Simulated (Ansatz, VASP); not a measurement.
**Two plane-wave programs on B**

```xyz
2
Lattice="2.0444 0.0000 0.0000 0.0000 2.0444 0.0000 0.0000 0.0000 2.3766" Properties=species:S:1:pos:R:3 pbc="T T T"
B     1.0222    1.0222    1.7737
B     1.0222    1.0222    0.6029
```

Alike in both runs: task relaxation of cell and atoms; functional PBE; k mesh 8 × 8 × 8; occupations gaussian, width 0.1 eV; no spin polarisation.

|  | VASP | Ansatz |
| --- | --- | --- |
| version | VASP 6.6.1 | Ansatz 0.2.0 |
| potentials or method | VASP PAW PBE potentials, release 64 (B_h), cutoff 1230 eV | scalar-relativistic, plane waves, PAW |
| valence electrons in the cell | 6 | 6 |

```tsv
	VASP	Ansatz	Ansatz less VASP
gap on the k mesh at the Fermi level, each at its own relaxed structure (eV)	none	none	-
relaxed volume (Å³/atom)	6.70	8.88	+2.178
relaxed length of the cell vector where the two differ most in proportion (Å)	1.921	2.370	+0.4490
```

A gap of «none» marks a metal or a gap that the smearing closes. One of these differences is far larger than is usual between the two programs; its cause wasn't traced.

The k mesh is coarse, so the values compare programs but aren't converged. Noted on VASP's run: the volume moved by over 15 % at a fixed basis, so the end points are rough.
